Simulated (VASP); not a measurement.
# AlN (Cmc2_1) in VASP: a series of runs

Runs on AlN. Level: LDA. Tasks: single point.

Everything below comes from runs of VASP 6.6.1. Logs are shortened: lines on timing, memory, paths and dates and some standing lists are left out, and cuts for length are marked.

### 1 The cell of the first run

It takes space group Cmc2_1 (No. 36, orthorhombic). The conventional cell has a = 3.089 Å, b = 5.350 Å, c = 4.944 Å, α = 90.00°, β = 90.00°, γ = 90.00°. Within 2.5 Å of Al (site symmetry m) lie 4 N at 1.87 to 1.89 Å. Within 2.5 Å of N (site symmetry m) lie 4 Al at 1.87 to 1.89 Å.

### 2 Single point, LDA

INCAR reads:

```
SYSTEM = AlN
ALGO     = Normal         ! electronic algorithm
EDIFF    = 1E-6           ! SCF threshold, eV
ENCUT    = 520            ! plane-wave cutoff, eV
GGA      = CA             ! functional
ISIF     = 2              ! what is computed and relaxed
ISMEAR   = 0              ! smearing method
LASPH    = .True.         ! aspherical terms in the spheres
LCHARG   = .False.        ! write CHGCAR
LREAL    = .False.        ! projectors in reciprocal space
LWAVE    = .False.        ! write WAVECAR
NBANDS   = 16             ! bands
NELM     = 80             ! most SCF steps
PREC     = Accurate       ! precision mode
SIGMA    = 0.05           ! smearing width, eV
```

KPOINTS reads:

```
k-points
0
Gamma
  9 9 6
  0 0 0
```

POSCAR reads:

```
AlN
1.0
    3.0887424016      0.0000000000      0.0000000000
   -1.5443712008      2.6749293856      0.0000000000
    0.0000000000      0.0000000000      4.9437688231
Al N
2 2
Direct
    0.3204731808      0.6409463615      0.0015212672
    0.6795268192      0.3590536385      0.5015212672
    0.3448088621      0.6896177243      0.3834787328
    0.6551911379      0.3103822757      0.8834787328
```

Potentials or basis: VASP PAW LDA potentials, release 64 (Al, N).

Started as:

```console
> cat potpaw_LDA.64/Al/POTCAR potpaw_LDA.64/N/POTCAR > POTCAR
> mpirun -np 1 vasp_std > vasp.out
```

OUTCAR:

```text
SYSTEM = AlN
   EDIFF = 1E-6
   ENCUT = 520
   GGA = CA
   ISIF = 2
   ISMEAR = 0
   LASPH = .True.
   LREAL = .False.
   NELM = 80
   PREC = Accurate

 ion  position               nearest neighbor table
   1  0.320  0.641  0.002-   4 1.87   4 1.87   4 1.88   3 1.89   2 3.01   2 3.01   2 3.01   2 3.01
                             2 3.13   2 3.13
   2  0.680  0.359  0.502-   3 1.87   3 1.87   3 1.88   4 1.89   1 3.01   1 3.01   1 3.01   1 3.01
                             1 3.13   1 3.13
   3  0.345  0.690  0.383-   2 1.87   2 1.87   2 1.88   1 1.89
   4  0.655  0.310  0.883-   1 1.87   1 1.87   1 1.88   2 1.89

  LATTYP: Found a hexagonal cell.
 ALAT       =     3.0887424016
 C/A-ratio  =     1.6005766038

  Lattice vectors:

 A1 = (   3.0887424016,   0.0000000000,   0.0000000000)
 A2 = (  -1.5443712008,   2.6749293856,   0.0000000000)
 A3 = (   0.0000000000,   0.0000000000,   4.9437688231)

Analysis of symmetry for initial positions (statically):
=====================================================================
 Subroutine PRICEL returns:
 Original cell was already a primitive cell.

 Routine SETGRP: Setting up the symmetry group for a
 hexagonal supercell.

 Subroutine GETGRP returns: Found  4 space group operations
 (whereof  2 operations were pure point group operations)
 out of a pool of 24 trial point group operations.

The static configuration has the point symmetry C_1h.
 The point group associated with its full space group is C_2v.

Analysis of symmetry for dynamics (positions and initial velocities):
=====================================================================
 Subroutine PRICEL returns:
 Original cell was already a primitive cell.

 Routine SETGRP: Setting up the symmetry group for a
 hexagonal supercell.

 Subroutine GETGRP returns: Found  4 space group operations
 (whereof  2 operations were pure point group operations)
 out of a pool of 24 trial point group operations.

The dynamic configuration has the point symmetry C_1h.
 The point group associated with its full space group is C_2v.

 Subroutine INISYM returns: Found  4 space group operations
 (whereof  2 operations are pure point group operations),
 and found     1 'primitive' translations

----------------------------------------------------------------------------------------

                                     Primitive cell

  volume of cell :      40.8462

  direct lattice vectors                    reciprocal lattice vectors
     3.088742402  0.000000000  0.000000000     0.323756361  0.186920822  0.000000000
    -1.544371201  2.674929386  0.000000000     0.000000000  0.373841644  0.000000000
     0.000000000  0.000000000  4.943768823     0.000000000  0.000000000  0.202274830

  length of vectors
     3.088742402  3.088742402  4.943768823     0.373841644  0.373841644  0.202274830

  position of ions in fractional coordinates (direct lattice)
     0.320473181  0.640946361  0.001521267
     0.679526819  0.359053639  0.501521267
     0.344808862  0.689617724  0.383478733
     0.655191138  0.310382276  0.883478733

  ion indices of the primitive-cell ions
   primitive index   ion index
                 1           1
                 2           2
                 3           3
                 4           4

----------------------------------------------------------------------------------------

 KPOINTS: k-points

Automatic generation of k-mesh.
 Grid dimensions read from file:
 generate k-points for:    9    9    6

 Generating k-lattice:

  Cartesian coordinates                     Fractional coordinates (reciprocal lattice)
     0.035972929  0.020768980  0.000000000     0.111111111 -0.000000000  0.000000000
     0.000000000  0.041537960  0.000000000     0.000000000  0.111111111  0.000000000
     0.000000000  0.000000000  0.033712472     0.000000000  0.000000000  0.166666667

  Length of vectors
     0.041537960  0.041537960  0.033712472

  Shift w.r.t. Gamma in fractional coordinates (k-lattice)
     0.000000000  0.000000000  0.000000000

 Subroutine IBZKPT returns following result:
 ===========================================

 Found    100 irreducible k-points:

 Following reciprocal coordinates:
            Coordinates               Weight
  0.000000  0.000000  0.000000      1.000000
  0.111111  0.000000  0.000000      4.000000
  0.000000  0.111111  0.000000      2.000000
  0.222222 -0.000000  0.000000      4.000000
  0.000000  0.222222  0.000000      2.000000
  0.333333 -0.000000  0.000000      4.000000
[... 16 lines left out ...]
 -0.222222 -0.444444  0.000000      4.000000
  0.444444  0.333333  0.000000      4.000000
 [... further k-points ...]
   k-points           NKPTS =    100   k-points in BZ     NKDIM =    100   number of bands    NBANDS=     16
   number of dos      NEDOS =    301   number of ions     NIONS =      4
   total plane-waves  NPLWV =  23040
   dimension x,y,z NGX =    24 NGY =   24 NGZ =   40
   dimension x,y,z NGXF=    48 NGYF=   48 NGZF=   80
   ions per type =               2   2
   NGX,Y,Z   is equivalent  to a cutoff of  12.92, 12.92, 13.45 a.u.
   NGXF,Y,Z  is equivalent  to a cutoff of  25.84, 25.84, 26.90 a.u.
 SYSTEM =  AlN
   PREC   = accura    normal or accurate (medium, high low for compatibility)
   ISTART =      0    job   : 0-new  1-cont  2-samecut
   ICHARG =      2    charge: 1-file 2-atom 10-const
   ISPIN  =      1    spin polarized calculation?
   LNONCOLLINEAR =      F non collinear calculations
   LSORBIT =      F    spin-orbit coupling
   LASPH  =      T    aspherical Exc in radial PAW
   ENCUT  =  520.0 eV  38.22 Ry    6.18 a.u.   5.74  5.74  9.19*2*pi/ulx,y,z
   NELM   =     80;   NELMIN=  2; NELMDL= -5     # of ELM steps
   EDIFF  = 0.1E-05   stopping-criterion for ELM
   LREAL  =      F    real-space projection
   EDIFFG = 0.1E-04   stopping-criterion for IOM
   NSW    =      0    number of steps for IOM
   IBRION =     -1    ionic relax: 0-MD 1-quasi-New 2-CG
   NFREE  =      0    steps in history (QN), initial steepest desc. (CG)
   ISIF   =      2    stress and relaxation
   ISYM   =      2    0-nonsym 1-usesym 2-fastsym
   POTIM  = 0.5000    time-step for ionic-motion
   TEBEG  =    0.0;   TEEND  =   0.0 temperature during run
   PSTRESS=    0.0 pullay stress
   NELECT =      16.0000    total number of electrons
   NUPDOWN=      -1.0000    fix difference up-down
   EMIN   =  10.00;   EMAX   =-10.00  energy-range for DOS
   EFERMI =   0.00;   METHOD = LEGACY
   ISMEAR =     0;   SIGMA  =   0.05  broadening in eV -4-tet -1-fermi 0-gaus
   EFERMI_NEDOS =   21; number of points for ismear=-14 and -15
   IALGO  =     38    algorithm
   IMIX   =      4    mixing-type and parameters
     AMIX     =   0.40;   BMIX     =  1.00
     AMIX_MAG =   1.60;   BMIX_MAG =  1.00
  volume/ion in A,a.u.               =      10.21        68.91
  Fermi-wavevector in a.u.,A,eV,Ry     =   1.197836  2.263582 19.521797  1.434812
  Thomas-Fermi vector in A             =   2.333741
   LORBIT       =      0    0 simple, 1 ext, 2 COOP (PROOUT), +10 PAW based schemes
   GGA     = CA    functional components
   LHFCALC =     F    Hartree Fock is set to
   AEXX    =    0.0000 exact exchange contribution
   IVDW    =     0    specifies the selected vdW correction
   LEPSILON=     F    determine dielectric tensor
   LRPA    =     F    only Hartree local field effects (RPA)
 non-spin polarized calculation
 Gauss-broadening in eV      SIGMA  =   0.05
  energy-cutoff  :      520.00
  volume of cell :       40.85
 maximum number of plane-waves:      1118
   NGX = 11   NGY = 11   NGZ = 19

 number of electron      16.0000000 magnetization

 Free energy of the ion-electron system (eV)
  ---------------------------------------------------
  ext. energy  EPLUGINS =         0.00000000
  ---------------------------------------------------
  free energy    TOTEN  =       -32.80373870 eV

  energy without entropy =      -32.80373870  energy(sigma->0) =      -32.80373870

 E-fermi :   6.3426     XC(G=0): -11.3449

 val. band max:        6.1471597186   @ k =   0.0000   0.0000   0.0000
 cond. band min:      10.5130598007   @ k =   0.0000   0.0000   0.0000
 fundamental gap:      4.3659000821
 Fermi energy:         6.3426411577

 k-point     1 :       0.0000    0.0000    0.0000
  band No.  band energies     occupation
      1      -9.0542      2.00000
      2      -6.7582      2.00000
      3      -0.0335      2.00000
      4       5.1954      2.00000
      5       5.2675      2.00000
      6       5.7841      2.00000
[... 8 lines left out ...]
     15      19.1088      0.00000
     16      19.5837      0.00000

 k-point     2 :       0.1111    0.0000    0.0000
  band No.  band energies     occupation
      1      -8.8903      2.00000
      2      -6.6632      2.00000
      3       0.1566      2.00000
      4       4.5052      2.00000
      5       5.0201      2.00000
      6       5.1812      2.00000
[... 8 lines left out ...]
     15      18.9713      0.00000
     16      19.3309      0.00000

 k-point     3 :       0.0000    0.1111    0.0000
  band No.  band energies     occupation
      1      -8.8892      2.00000
      2      -6.6661      2.00000
      3       0.1589      2.00000
      4       4.5081      2.00000
      5       5.0404      2.00000
      6       5.2782      2.00000
[... 8 lines left out ...]
     15      19.0599      0.00000
     16      19.3175      0.00000

 k-point     4 :       0.2222   -0.0000    0.0000
  band No.  band energies     occupation
      1      -8.4239      2.00000
      2      -6.4225      2.00000
      3       0.7077      2.00000
      4       2.9397      2.00000
      5       3.9532      2.00000
      6       4.6157      2.00000
[... 8 lines left out ...]
     15      18.6761      0.00000
     16      18.9976      0.00000

 k-point     5 :       0.0000    0.2222    0.0000
  band No.  band energies     occupation
      1      -8.4181      2.00000
      2      -6.4370      2.00000
      3       0.7196      2.00000
      4       3.0355      2.00000
      5       3.9412      2.00000
      6       4.6038      2.00000
[... 8 lines left out ...]
     15      18.2203      0.00000
     16      19.2269      0.00000

 k-point     6 :       0.3333   -0.0000    0.0000
  band No.  band energies     occupation
      1      -7.7490      2.00000
      2      -6.1818      2.00000
      3       1.4385      2.00000
      4       1.5566      2.00000
      5       2.7665      2.00000
      6       4.2331      2.00000
[... 8 lines left out ...]
     15      18.5745      0.00000
     16      20.4378      0.00000
[... 267 lines left out ...]
 k-point    21 :      -0.4444    0.2222    0.0000
  band No.  band energies     occupation
      1      -7.3988      2.00000
      2      -6.0914      2.00000
      3       1.5984      2.00000
      4       1.9828      2.00000
      5       2.0598      2.00000
      6       3.7043      2.00000
[... 8 lines left out ...]
     15      18.9510      0.00000
     16      21.0533      0.00000

 k-point    22 :       0.3333    0.2222    0.0000
  band No.  band energies     occupation
      1      -6.8005      2.00000
      2      -6.1592      2.00000
      3       0.9957      2.00000
      4       2.1745      2.00000
      5       2.7527      2.00000
      6       2.8970      2.00000
[... 8 lines left out ...]
     15      18.9515      0.00000
     16      20.5619      0.00000

 k-point    23 :      -0.2222   -0.4444    0.0000
  band No.  band energies     occupation
      1      -6.7529      2.00000
      2      -6.2231      2.00000
      3       1.1712      2.00000
      4       1.9948      2.00000
      5       2.7539      2.00000
      6       3.0250      2.00000
[... 8 lines left out ...]
     15      18.7648      0.00000
     16      20.7181      0.00000

 k-point    24 :       0.4444    0.3333    0.0000
  band No.  band energies     occupation
      1      -6.8252      2.00000
      2      -6.1248      2.00000
      3       0.9644      2.00000
      4       2.0676      2.00000
      5       2.8482      2.00000
      6       2.8931      2.00000
[... 8 lines left out ...]
     15      18.7265      0.00000
     16      20.9022      0.00000

 [... further k-points ...]
[... 5 lines left out ...]
  --------------------------------------------------------------------------------------
  -------------------------------------------------------------------------------------
  Total        0.1106076      0.0957009      0.1369715      0.0000000      0.0000000      0.0000000
  in kB        4.3385387      3.7538290      5.3726518      0.0000000      0.0000000      0.0000000
  external PRESSURE =       4.4883398 kB  Pullay stress =       0.0000000 kB

 VOLUME and BASIS-vectors are now :
 -----------------------------------------------------------------------------
  energy-cutoff  :      520.00
  volume of cell :       40.85
      direct lattice vectors                 reciprocal lattice vectors
     3.088742402  0.000000000  0.000000000     0.323756361  0.186920822  0.000000000
    -1.544371201  2.674929386  0.000000000     0.000000000  0.373841644  0.000000000
     0.000000000  0.000000000  4.943768823     0.000000000  0.000000000  0.202274830

 POSITION                                       TOTAL-FORCE (eV/Angst)
 -----------------------------------------------------------------------------------
      0.00000      1.71449      0.00752         0.000000      0.369828      0.034098
      1.54437      0.96044      2.47941         0.000000     -0.369828      0.034098
     -0.00000      1.84468      1.89583         0.000000     -0.188483     -0.034098
      1.54437      0.83025      4.36771         0.000000      0.188483     -0.034098
 -----------------------------------------------------------------------------------
    total drift:                               -0.000000     -0.000000     -0.000600

  FREE ENERGIE OF THE ION-ELECTRON SYSTEM (eV)
  ---------------------------------------------------
  free  energy   TOTEN  =       -32.8037387031 eV

  energy  without entropy=      -32.8037387031  energy(sigma->0) =      -32.80373870
```

Run time: 36 s. Hardware: 1 thread of Intel Xeon 6975P-C (Granite Rapids), shared host; peak memory 0.17 GiB.

Results:

```yaml
Free_energy: -32.8037 eV
Pressure: 0.4 GPa
Largest_force: 0.371 eV/Å
Band_gap_on_the_k_mesh: 4.37 eV, direct
```

Forces on the atoms (eV/Å):
```
Al   0.000  0.370  0.034
Al   0.000 -0.370  0.034
N    0.000 -0.188 -0.034
N    0.000  0.188 -0.034
```

### 3 Single point, LDA

This run uses another cell than the first one, of 10.47 Å³/atom, 1.025 times its volume.

INCAR reads:

```
ALGO = Normal ; EDIFF = 1E-7
ENCUT = 520 ; GGA = CA
ISIF = 2 ; ISMEAR = 0
LASPH = T ; LCHARG = F
LREAL = F ; LWAVE = F
NBANDS = 16 ; NELM = 80
PREC = Accurate ; SIGMA = 0.05
```

KPOINTS reads:

```
k-points
0
Gamma
  9 9 6
```

POSCAR reads:

```
AlN
1.0
    3.1143789636      0.0000000000      0.0000000000
   -1.5571894818      2.6971312995      0.0000000000
    0.0000000000      0.0000000000      4.9848021043
Al N
2 2
Direct
    0.3301182952      0.6602365904      0.0015212672
    0.6698817048      0.3397634096      0.5015212672
    0.3362022155      0.6724044311      0.3834787328
    0.6637977845      0.3275955689      0.8834787328
```

Potentials or basis: VASP PAW LDA potentials, release 64 (Al, N).

Started as:

```console
> cat potpaw_LDA.64/Al/POTCAR potpaw_LDA.64/N/POTCAR > POTCAR
> mpirun -np 1 vasp_std > vasp.out
```

Wall time 47 s (1 thread of Intel Xeon 6975P-C (Granite Rapids), shared host); peak memory 0.17 GiB.

The run converged. Its results:

```
Free energy            : -32.8266 eV
Pressure               : -4.5 GPa
Largest force          : 0.097 eV/Å
Band gap on the k mesh : 4.20 eV, direct
```

Forces on the atoms (eV/Å):
```
Al   0.000  0.096  0.012
Al   0.000 -0.096  0.012
N    0.000 -0.048 -0.012
N    0.000  0.048 -0.012
```

Stress tensor (GPa, compression positive):
```
-4.62  0.00  0.00
 0.00 -4.51  0.00
 0.00  0.00 -4.24
```

Levels at points of the mesh, in eV from the valence-band top:
```
           k point  band 4  band 5  band 6  band 7  band 8  band 9  band 10  band 11  band 12  band 13
(0.00, 0.00, 0.00)   -0.89   -0.87   -0.25   -0.20    0.00    4.20     6.51    10.45    10.85    10.99
(0.00, 0.00, 0.50)   -3.33   -0.57   -0.57   -0.55   -0.55    6.39     6.39    10.11    10.11    11.24
```

A k mesh can miss the band edges. A hybrid or GW would open this gap; LDA tends to underestimate it.
